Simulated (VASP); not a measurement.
Write the native input for VASP 6.6.1 that does the following.

| Quantity | Value |
| --- | --- |
| Task | single point |
| Functional | PBE |
| Potentials or basis | VASP PAW PBE potentials, release 64 (Hf_pv, B) |
| Cutoff | 500 eV |
| k mesh | 12 × 12 × 10 |
| Occupations | gaussian, width 0.05 eV |
| Spin | no spin polarisation |
| Dipole correction | no |
| Further INCAR settings | ALGO = Normal; EDIFF = 1e-06; NBANDS = 15 |

The structure of HfB2 lies in POSCAR:

```
HfB2
1.0
    3.1400000000      0.0000000000      0.0000000000
   -1.5700000000      2.7193197679      0.0000000000
    0.0000000000      0.0000000000      3.4800000000
Hf B
1 2
Direct
    0.0000000000      0.0000000000      0.0000000000
    0.6666666667      0.3333333333      0.5000000000
    0.3333333333      0.6666666667      0.5000000000
```

The input as run:

INCAR

```
SYSTEM = HfB2
PREC = Accurate
ENCUT = 500
EDIFF = 1E-6
ISMEAR = 0
SIGMA = 0.05
LREAL = .False.
LASPH = .True.
NELM = 120
ALGO = Normal
ISIF = 2
LWAVE = .False.
LCHARG = .False.
GGA = PE
NBANDS = 15
GGA_COMPAT = .False.
```

KPOINTS

```
Automatic mesh
0
Gamma
  12 12 10
  0 0 0
```

Potentials or basis: VASP PAW PBE potentials, release 64 (Hf_pv, B).

Launch:

```console
$ cat potpaw_PBE.64/Hf_pv/POTCAR potpaw_PBE.64/B/POTCAR > POTCAR
$ mpirun -np 1 vasp_std > vasp.out
```

It gave:

```
Pressure               : 1.0 GPa
Band gap on the k mesh : zero (bands 8 and 9 overlap by 1.31 eV)
```

Caveat: spin-orbit coupling is left out, which moves the levels of the heavy elements.

Wall time 62 s on 1 thread of Intel Xeon 8259CL (shared host), peak memory 0.18 GiB.
